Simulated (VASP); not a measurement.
A run of VASP 6.6.1 is set up as follows.

Contents of INCAR:

```
SYSTEM = Ti27SnC26
PREC = Accurate ; ENCUT = 520
EDIFF = 1E-7 ; ISMEAR = -1
SIGMA = 0.01 ; LREAL = Auto
LASPH = .True. ; NELM = 100
ALGO = Normal ; ISIF = 2
LWAVE = .False. ; LCHARG = .False.
GGA = PE ; NBANDS = 254
```

Contents of KPOINTS:

```
Automatic mesh
0
Gamma
  3 3 3
  0 0 0
```

POSCAR

```
Ti27SnC26
1.0
    0.0000000000      6.4779000000      6.4779000000
    6.4779000000      0.0000000000      6.4779000000
    6.4779000000      6.4779000000      0.0000000000
Ti Sn C
27 1 26
Direct
   -0.0001753742     -0.0001753742     -0.0001753742
   -0.0207103420     -0.0207103420      0.3540436753
   -0.0001753742     -0.0001753742      0.6671927894
   -0.0207103420      0.3540436753     -0.0207103420
   -0.0207103420      0.3540436753      0.3540436753
    0.0014210836      0.3319122497      0.6666666667
   -0.0001753742      0.6671927894     -0.0001753742
    0.0014210836      0.6666666667      0.3319122497
    0.0014210836      0.6666666667      0.6666666667
    0.3540436753     -0.0207103420     -0.0207103420
    0.3540436753     -0.0207103420      0.3540436753
    0.3319122497      0.0014210836      0.6666666667
    0.3540436753      0.3540436753     -0.0207103420
    0.3335087076      0.3335087076      0.3335087076
    0.3335087076      0.3335087076      0.6661405440
    0.3319122497      0.6666666667      0.0014210836
    0.3335087076      0.6661405440      0.3335087076
    0.3319122497      0.6666666667      0.6666666667
    0.6671927894     -0.0001753742     -0.0001753742
    0.6666666667      0.0014210836      0.3319122497
    0.6666666667      0.0014210836      0.6666666667
    0.6666666667      0.3319122497      0.0014210836
    0.6661405440      0.3335087076      0.3335087076
    0.6666666667      0.3319122497      0.6666666667
    0.6666666667      0.6666666667      0.0014210836
    0.6666666667      0.6666666667      0.3319122497
    0.6666666667      0.6666666667      0.6666666667
    0.1666666667      0.1666666667      0.1666666667
    0.1666666667      0.1666666667      0.5011361969
    0.1666666667      0.1666666667      0.8321971365
    0.1666666667      0.5011361969      0.1666666667
    0.1677459517      0.4996402383      0.4996402383
    0.1666666667      0.5011361969      0.8321971365
    0.1666666667      0.8321971365      0.1666666667
    0.1666666667      0.8321971365      0.5011361969
    0.1655873817      0.8336930950      0.8336930950
    0.5011361969      0.1666666667      0.1666666667
    0.4996402383      0.1677459517      0.4996402383
    0.5011361969      0.1666666667      0.8321971365
    0.4996402383      0.4996402383      0.1677459517
    0.4996402383      0.4996402383      0.4996402383
    0.5045482102      0.5045482102      0.8287851231
    0.5011361969      0.8321971365      0.1666666667
    0.5045482102      0.8287851231      0.5045482102
    0.5045482102      0.8287851231      0.8287851231
    0.8321971365      0.1666666667      0.1666666667
    0.8321971365      0.1666666667      0.5011361969
    0.8336930950      0.1655873817      0.8336930950
    0.8321971365      0.5011361969      0.1666666667
    0.8287851231      0.5045482102      0.5045482102
    0.8287851231      0.5045482102      0.8287851231
    0.8336930950      0.8336930950      0.1655873817
    0.8287851231      0.8287851231      0.5045482102
    0.8336930950      0.8336930950      0.8336930950
```

Potentials or basis: VASP PAW PBE potentials, release 64 (Ti_sv, Sn_d, C).

Run with:

```sh
$ cat potpaw_PBE.64/Ti_sv/POTCAR potpaw_PBE.64/Sn_d/POTCAR potpaw_PBE.64/C/POTCAR > POTCAR
$ mpirun -np 1 vasp_std > vasp.out
```

Q: Predict the largest force.

A: 0.018 eV/Å.

Q: Estimate the pressure.

A: 11.8 GPa.

Q: Estimate the band gap on the k mesh.

A: 0.18 eV.

Forces in eV/Å, atoms in the order of the input:
```
Ti  -0.002 -0.002 -0.002
Ti   0.000  0.000 -0.018
Ti   0.002  0.002 -0.002
Ti   0.000 -0.018  0.000
Ti   0.018  0.000  0.000
Ti  -0.002  0.002  0.000
Ti   0.002 -0.002  0.002
Ti  -0.002  0.000  0.002
Ti   0.000  0.002  0.002
Ti  -0.018  0.000  0.000
Ti   0.000  0.018  0.000
Ti   0.002 -0.002  0.000
Ti   0.000  0.000  0.018
Ti   0.002  0.002  0.002
Ti  -0.002 -0.002  0.002
Ti   0.002  0.000 -0.002
Ti  -0.002  0.002 -0.002
Ti   0.000 -0.002 -0.002
Ti  -0.002  0.002  0.002
Ti   0.000 -0.002  0.002
Ti   0.002  0.000  0.002
Ti   0.000  0.002 -0.002
Ti   0.002 -0.002 -0.002
Ti  -0.002  0.000 -0.002
Ti   0.002  0.002  0.000
Ti  -0.002 -0.002  0.000
Ti   0.000  0.000  0.000
Sn   0.000  0.000  0.000
C   -0.002 -0.002  0.000
C    0.002  0.002  0.000
C   -0.002  0.000 -0.002
C    0.002 -0.002 -0.002
C    0.000  0.002 -0.002
C    0.002  0.000  0.002
C    0.000 -0.002  0.002
C   -0.002  0.002  0.002
C    0.000 -0.002 -0.002
C   -0.002  0.002 -0.002
C    0.002  0.000 -0.002
C   -0.002 -0.002  0.002
C    0.002  0.002  0.002
C    0.000  0.000  0.002
C    0.002 -0.002  0.000
C    0.000  0.002  0.000
C   -0.002  0.000  0.000
C    0.000  0.002  0.002
C   -0.002  0.000  0.002
C    0.002 -0.002  0.002
C   -0.002  0.002  0.000
C    0.002  0.000  0.000
C    0.000 -0.002  0.000
C    0.002  0.002 -0.002
C    0.000  0.000 -0.002
C   -0.002 -0.002 -0.002
```

Caveat: spin-orbit coupling is left out, which moves the levels of the heavy elements.
